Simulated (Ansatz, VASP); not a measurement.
Two plane-wave programs on TiAl

```xyz
2
Lattice="2.8318 0.0000 0.0000 0.0000 2.8318 0.0000 0.0000 0.0000 3.3460" Properties=species:S:1:pos:R:3 pbc="T T T"
Ti    0.0000    0.0000    0.0000
Al    1.4159    1.4159    1.6730
```

Alike in both runs: task single point; functional LDA; k mesh 16 × 16 × 16; occupations gaussian, width 0.15 eV; no spin polarisation.

|  | VASP | Ansatz |
| --- | --- | --- |
| version | VASP 6.6.1 | Ansatz 0.2.0 |
| potentials or method | VASP PAW LDA potentials, release 64 (Ti_sv, Al), cutoff 520 eV | scalar-relativistic, plane waves, PAW |
| valence electrons in the cell | 15 | 15 |

|  | VASP | Ansatz | Ansatz less VASP |
| --- | --- | --- | --- |
| gap on the k mesh at the Fermi level (eV) | none | none | - |
| pressure (GPa) | 21.1 | 20.9 | -0.24 |
| traceless stress, the component that is largest in VASP (GPa) | 7.47 | 7.47 | -0.003 |

Ansatz warns that its potentials were made for another functional, while VASP's fit it. LDA's correlation is that of Perdew and Zunger in VASP and of Perdew and Wang (1992) in Ansatz. A gap of «none» marks a metal or a gap that the smearing closes.
